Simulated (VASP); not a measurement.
A run of VASP 6.6.1 is set up as follows.

The input INCAR:

```
SYSTEM = BaTiO3
PREC = Accurate ; ENCUT = 600
EDIFF = 1E-6 ; ISMEAR = 0
SIGMA = 0.02 ; LREAL = .False.
LASPH = .True. ; NELM = 120
ALGO = Normal ; ISIF = 2
LWAVE = .False. ; LCHARG = .False.
GGA = PS ; NBANDS = 96
GGA_COMPAT = .False.
```

File KPOINTS:

```
Automatic mesh
0
Gamma
  1 1 2
  0 0 0
```

The input POSCAR:

```
BaTiO3
1.0
    8.2249340000      0.0000000000      0.0000000000
    0.0000000000      8.2249340000      0.0000000000
    0.0000000000      0.0000000000      5.0356130000
Ba Ti O
4 4 12
Direct
    0.0000000000      0.0000000000      0.0000000000
    0.0000000000      0.5000000000      0.0000000000
    0.5000000000      0.0000000000      0.0000000000
    0.5000000000      0.5000000000      0.0000000000
    0.2500000000      0.2500000000      0.5000000000
    0.2500000000      0.7500000000      0.5000000000
    0.7500000000      0.2500000000      0.5000000000
    0.7500000000      0.7500000000      0.5000000000
    0.0000000000      0.2500000000      0.5000000000
    0.2500000000      0.0000000000      0.5000000000
    0.0000000000      0.0000000000      0.5000000000
    0.0000000000      0.7500000000      0.5000000000
    0.2500000000      0.5000000000      0.5000000000
    0.0000000000      0.5000000000      0.5000000000
    0.5000000000      0.2500000000      0.5000000000
    0.7500000000      0.0000000000      0.5000000000
    0.5000000000      0.0000000000      0.5000000000
    0.5000000000      0.7500000000      0.5000000000
    0.7500000000      0.5000000000      0.5000000000
    0.5000000000      0.5000000000      0.5000000000
```

Potentials or basis: VASP PAW PBE potentials, release 64 (Ba_sv, Ti_sv, O).

The run is started by

```console
$ cat potpaw_PBE.64/Ba_sv/POTCAR potpaw_PBE.64/Ti_sv/POTCAR potpaw_PBE.64/O/POTCAR > POTCAR
$ mpirun -np 1 vasp_std > vasp.out
```

Predict the pressure.

-5.4 GPa.

What does it give for the band gap on the k mesh?

Zero (bands 80 and 81 overlap by 0.01 eV).

Stress tensor (GPa, compression positive):
```
-4.87  0.00  0.00
 0.00 -4.87  0.00
 0.00  0.00 -6.52
```

Caveat: the k points lie up to 0.76 Å⁻¹ apart; the PAW data sets were made with another functional, which shifts forces and pressure a little; spin-orbit coupling is left out, which moves the levels of the heavy elements.
